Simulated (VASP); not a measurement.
Wanted: the native input for a VASP 6.6.1 run.

```
Task                   : single point
Functional             : PBE
Potentials or basis    : VASP PAW PBE potentials, release 64 (Ta_pv, H)
Cutoff                 : 500 eV
k mesh                 : 7 × 7 × 5
Occupations            : gaussian, width 0.2 eV
Spin                   : no spin polarisation
Dipole correction      : no
Further INCAR settings : ALGO = Normal; EDIFF = 1e-06; NBANDS = 13
```

The structure of TaH lies in POSCAR:

```
TaH
1.0
    1.4014998348     -2.8004446250      0.0000000000
    1.4014998348      2.8004446250      0.0000000000
    0.0000000000      0.0000000000      2.8728837203
Ta H
1 1
Direct
    0.5000000000      0.5000000000      0.0000000000
    0.0000000000      0.0000000000      0.5000000000
```

One way to write it, as run:

INCAR

```
PREC     = Accurate       # precision mode
ENCUT    = 500            # plane-wave cutoff, eV
EDIFF    = 1E-6           # SCF threshold, eV
ISMEAR   = 0              # smearing method
SIGMA    = 0.2            # smearing width, eV
LREAL    = False          # projectors in reciprocal space
LASPH    = True           # aspherical terms in the spheres
NELM     = 120            # most SCF steps
ALGO     = Normal         # electronic algorithm
ISIF     = 2              # what is computed and relaxed
LWAVE    = False          # write WAVECAR
LCHARG   = True           # write CHGCAR
GGA      = PE             # functional
LELF     = True           # ELF
LVHAR    = True         
NBANDS   = 13             # bands
GGA_COMPAT= False
```

KPOINTS

```
Automatic mesh
0
Gamma
  7 7 5
```

Potentials or basis: VASP PAW PBE potentials, release 64 (Ta_pv, H).

Run with:

```console
$ cat potpaw_PBE.64/Ta_pv/POTCAR potpaw_PBE.64/H/POTCAR > POTCAR
$ mpirun -np 1 vasp_std > vasp.out
```

Results of the run:

* Pressure: 0.1 GPa
* Band gap on the k mesh: zero (band 6 reaches 5.50 eV, above the bottom of band 7 at 4.83 eV)

Caveat: the k points lie up to 0.44 Å⁻¹ apart; spin-orbit coupling is left out, which moves the levels of the heavy elements.

Run time: 5.9 s on 1 thread of Intel(R) Xeon(R) 6975P-C (Granite Rapids), with other jobs on the host, peak memory 0.14 GiB.
